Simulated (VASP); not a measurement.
A run of VASP 6.6.1:

File INCAR:

```
SYSTEM = ZnSe
PREC = Accurate
ENCUT = 520
EDIFF = 1E-6
ISMEAR = 0
SIGMA = 0.05
LREAL = .False.
LASPH = .True.
NELM = 60
ALGO = Normal
ISIF = 2
LWAVE = .False.
LCHARG = .False.
GGA = PE
NBANDS = 16
```

The input KPOINTS:

```
Automatic mesh
0
Gamma
  10 10 10
  0 0 0
```

Contents of POSCAR:

```
ZnSe
1.0
    0.0000000000      2.8471845893      2.8471845893
    2.8471845893      0.0000000000      2.8471845893
    2.8471845893      2.8471845893      0.0000000000
Zn Se
1 1
Direct
    0.0000000000      0.0000000000      0.0000000000
    0.7500000000      0.7500000000      0.7500000000
```

Potentials or basis: VASP PAW PBE potentials, release 64 (Zn, Se).

Launch:

```console
$ cat potpaw_PBE.64/Zn/POTCAR potpaw_PBE.64/Se/POTCAR > POTCAR
$ mpirun -np 1 vasp_std > vasp.out
```

Hardware: 1 thread of Intel(R) Xeon(R) Platinum 8259CL CPU @ 2.50GHz (Skylake/Cascade Lake) (shared host).

**Question.** How long does it take, and how much memory?

**Answer.** It took 43 s on 1 thread of Intel(R) Xeon(R) Platinum 8259CL CPU @ 2.50GHz (Skylake/Cascade Lake), on a shared host, peak memory 0.19 GiB. Counts: scf iterations 13, k points 47.
